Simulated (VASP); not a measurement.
**BP: single point with r2SCAN**

BP:

```xyz
2
Lattice="2.7081 0.0000 0.0000 0.0000 2.7081 0.0000 0.0000 0.0000 2.7081" Properties=species:S:1:pos:R:3 pbc="T T T"
B     0.0000    0.0000    0.0000
P     1.3540    1.3540    1.3540
```

```
Program                : VASP 6.6.1
Task                   : single point
Functional             : r2SCAN
Potentials or basis    : VASP PAW PBE potentials, release 64 (B, P)
Cutoff                 : 520 eV
k mesh                 : 6 × 6 × 6
Occupations            : fermi-dirac, width 0.02 eV
Spin                   : no spin polarisation
Dipole correction      : no
Further INCAR settings : ALGO = Normal; EDIFF = 1e-07; NBANDS = 11
```

| Item | Value |
| --- | --- |
| Pressure | 3.8 GPa |
| Band gap on the k mesh | zero (band 4 reaches 13.37 eV, above the bottom of band 5 at 6.93 eV) |

Levels at points of the mesh, in eV from the Fermi level:
| k point | band 1 | band 2 | band 3 | band 4 | band 5 | band 6 | band 7 | band 8 |
| --- | --- | --- | --- | --- | --- | --- | --- | --- |
| (0.00, 0.00, 0.00) | -18.40 | -1.26 | -1.26 | -1.26 | 2.45 | 4.56 | 4.56 | 11.75 |
| (0.50, 0.00, 0.00) | -14.40 | -12.41 | 3.03 | 3.03 | 3.57 | 3.57 | 5.62 | 6.66 |
| (0.50, 0.50, 0.00) | -9.88 | -8.76 | -8.76 | -6.68 | 5.50 | 5.87 | 9.06 | 9.06 |
| (0.50, 0.50, 0.50) | -5.80 | -4.12 | -4.12 | -4.12 | -3.40 | -3.40 | -3.40 | -1.86 |

It took 12 s on 1 thread of Intel Xeon 6975P-C (shared host), peak memory 0.12 GiB.

Caveat: the k points lie up to 0.39 Å⁻¹ apart; the PAW data sets were made with another functional, which shifts forces and pressure a little.
